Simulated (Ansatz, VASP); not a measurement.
## Two plane-wave programs on Zn7O

```
Zn O
1.0
     2.75000    0.00000    0.00000
    -1.37500    2.38157    0.00000
     0.00000    0.00000   16.25000
Zn O
7 1
Direct
  0.66667 0.33333 0.92000
  0.33333 0.66667 0.08000
  0.00000 0.00000 0.22000
  0.33333 0.66667 0.36000
  0.00000 0.00000 0.78000
  0.66667 0.33333 0.64000
  0.00000 0.00000 0.50000
  0.00000 0.00000 0.00000
```

Alike in both runs: task relaxation of cell and atoms; functional PBE; k mesh 7 × 7 × 1; occupations gaussian, width 0.2 eV; no spin polarisation.

|  | VASP | Ansatz |
| --- | --- | --- |
| version | VASP 6.6.1 | Ansatz 0.2.0 |
| potentials or method | VASP PAW PBE potentials, release 64 (Zn, O), cutoff 600 eV | scalar-relativistic, plane waves, PAW |
| valence electrons in the cell | 90 | 90 |

```tsv
	VASP	Ansatz	Ansatz less VASP
gap on the k mesh at the Fermi level, each at its own relaxed structure (eV)	none	none	-
relaxed volume (Å³/atom)	14.37	14.22	-0.147
relaxed cell length with the largest relative difference (Å)	15.944	15.440	-0.5035
```

A gap of «none» marks a metal or a gap that the smearing closes.

The k mesh is coarse, so the values compare programs but aren't converged.
